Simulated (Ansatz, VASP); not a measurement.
PbF2 in VASP and in Ansatz

INCAR

```
SYSTEM = PbF2
  PREC = Accurate
  ENCUT = 600
  EDIFF = 1E-6
  ISMEAR = 0
  SIGMA = 0.02
  LREAL = .FALSE.
  LASPH = .TRUE.
  NELM = 100
  ALGO = Normal
  ISIF = 3
  LWAVE = .FALSE.
  LCHARG = .FALSE.
  GGA = PE
  IBRION = 2
  NSW = 100
  EDIFFG = -0.01
```

Contents of KPOINTS:

```
regular mesh
0
G
  8 8 8
  0 0 0
```

Contents of POSCAR:

```
PbF2
1.0
    0.0000000000      2.9579484323      2.9579484323
    2.9579484323      0.0000000000      2.9579484323
    2.9579484323      2.9579484323      0.0000000000
Pb F
1 2
Direct
    0.0000000000      0.0000000000      0.0000000000
    0.7500000000      0.7500000000      0.7500000000
    0.2500000000      0.2500000000      0.2500000000
```

Input for Ansatz:

```yaml
crystal:
  lattice:
    - [0.0, 2.9579484323, 2.9579484323]
    - [2.9579484323, 0.0, 2.9579484323]
    - [2.9579484323, 2.9579484323, 0.0]
  atoms:
    - { symbol: Pb, position: [0.0, 0.0, 0.0] }
    - { symbol: F, position: [0.75, 0.75, 0.75] }
    - { symbol: F, position: [0.25, 0.25, 0.25] }
basis:
  ecutwfc: 420
kpoints:
  mp_grid: { grid: [8, 8, 8] }
hamiltonian:
  xc: pbe
scf:
  occupations: { method: gaussian, width: 0.02 }
output:
  forces: true
  stress: true
  eigenvalues: true
relax:
  adjacent_minimum: "off"
  f_tol: 0.01
  max_steps: 80
  cell: { stress_tol: 0.05 }
```

Alike in both runs: task relaxation of cell and atoms; functional PBE; k mesh 8 × 8 × 8; occupations gaussian, width 0.02 eV; no spin polarisation.

|  | VASP | Ansatz |
| --- | --- | --- |
| version | VASP 6.6.1 | Ansatz 0.2.0 |
| potentials or method | VASP PAW PBE potentials, release 64 (Pb_d, F), cutoff 600 eV | scalar-relativistic, plane waves, PAW |
| valence electrons in the cell | 28 | 28 |

VASP gave:

| Quantity | Value |
| --- | --- |
| gap on the k mesh at the Fermi level, each at its own relaxed structure (eV) | 4.42 |
| relaxed volume (Å³/atom) | 17.95 |
| relaxed cell length with the largest relative difference (Å) | 4.239 |

Task: What did Ansatz give for the same quantities?

Result: gap on the k mesh at the Fermi level, each at its own relaxed structure (eV): 4.42; relaxed volume (Å³/atom): 18.00; relaxed cell length with the largest relative difference (Å): 4.242.

Spin-orbit coupling is off throughout.
